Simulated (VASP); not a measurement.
Runs of VASP 6.6.1 on BP. The structure is that of space group I-4m2 (No. 119), or close to it. The cells are those of the table. 

```csv
cell,gap on the mesh (eV),pressure (GPa)
"a = 3.034, b = 3.034, c = 2.848 Å, angles 62.0, 62.0, 56.0°, 2 atoms",0.07,60.6
"a = 3.458, b = 3.458, c = 3.690 Å, angles 57.8, 57.8, 64.5°, 2 atoms",none,-27.5
"a = 2.978, b = 2.978, c = 2.728 Å, angles 62.7, 62.7, 54.5°, 2 atoms",none,(a)
"a = 3.426, b = 3.426, c = 3.630 Å, angles 58.0, 58.0, 64.0°, 2 atoms",0.13,(c)
"a = 3.331, b = 3.331, c = 3.450 Å, angles 58.8, 58.8, 62.4°, 2 atoms",0.59,-19.0
"a = 3.394, b = 3.394, c = 3.570 Å, angles 58.3, 58.3, 63.5°, 2 atoms",(b),-24.2
```

Alike in all rows: task single point; level r2SCAN; potentials or basis VASP PAW PBE potentials, release 64 (B, P); no spin polarisation; k mesh 10 × 10 × 10; cutoff (eV) 520; smearing gaussian 0.05 eV.

Problem. Estimate the missing entries.

Solution. (a) 95.6; (b) 0.27; (c) -26.1.

Caveats: the PAW data sets were made with another functional, which shifts forces and pressure a little.

A k mesh can miss the band edges.

A gap of «none» marks levels without a gap at the run's occupations.
